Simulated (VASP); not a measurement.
The system is Zr3SbH.

```
CELL_PARAMETERS angstrom
4.35956 0.00000 0.00000
0.00000 4.35956 0.00000
0.00000 0.00000 4.35956
ATOMIC_POSITIONS crystal
Zr 0.00000 0.50000 0.50000
Zr 0.50000 0.00000 0.50000
Zr 0.50000 0.50000 0.00000
Sb 0.00000 0.00000 0.00000
H 0.50000 0.50000 0.50000
```

- Program: VASP 6.6.1
- Task: relaxation of cell and atoms
- Functional: PBE
- Potentials or basis: VASP PAW PBE potentials, release 64 (Zr_sv, Sb, H)
- Cutoff: 600 eV
- k mesh: 4 × 4 × 4
- Occupations: gaussian, width 0.1 eV
- Spin: no spin polarisation

At the start: pressure 9.6 GPa; volume 16.57 Å³/atom.

Problem. Where does the relaxation end?

Solution. Over 3 steps the energy falls by 34.6 meV/atom and the volume is 17.81 Å³/atom (+7.5 %); space group Pm-3m (No. 221, to 0.05 Å).

Step by step:
```csv
step,energy change (eV),largest force (eV/Å),pressure (GPa),volume (Å³)
1,0.0000,0.0000,9.61,82.86
2,-0.0262,0.0000,-6.94,95.36
3,-0.1730,0.0000,-0.08,89.05
```

Final structure:
```
Zr Sb H
1.0
     4.46557    0.00000    0.00000
     0.00000    4.46557    0.00000
     0.00000    0.00000    4.46557
Zr Sb H
3 1 1
Direct
  0.00000 0.50000 0.50000
  0.50000 0.00000 0.50000
  0.50000 0.50000 0.00000
  0.00000 0.00000 0.00000
  0.50000 0.50000 0.50000
```

Caveat: the k points lie up to 0.35 Å⁻¹ apart in the final cell.
